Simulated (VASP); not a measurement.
A run of VASP 6.6.1 is set up as follows.

INCAR

```
ALGO = Normal
EDIFF = 1E-8
ENCUT = 520
GGA = PE
ISIF = 2
ISMEAR = -1
LASPH = T
LCHARG = F
LEFG = T
LREAL = F
LWAVE = F
NBANDS = 14
NELM = 80
PREC = Accurate
SIGMA = 0.05
```

KPOINTS

```
k-points
0
Gamma
  16 16 16
```

Contents of POSCAR:

```
HfN
1.0
    0.0000000000      2.2558601243      2.2558601243
    2.2558601243      0.0000000000      2.2558601243
    2.2558601243      2.2558601243      0.0000000000
Hf N
1 1
Direct
    0.0000000000      0.0000000000      0.0000000000
    0.5000000000      0.5000000000      0.5000000000
```

Potentials or basis: VASP PAW PBE potentials, release 64 (Hf_pv, N).

Run with:

```bash
$ cat potpaw_PBE.64/Hf_pv/POTCAR potpaw_PBE.64/N/POTCAR > POTCAR
$ mpirun -np 1 vasp_std > vasp.out
```

Question: What does it give for the pressure?

Answer: 4.2 GPa.

Caveat: without QUAD_EFG the Cq values of the log hold for a quadrupole moment of 1 mb, not for the nuclei.
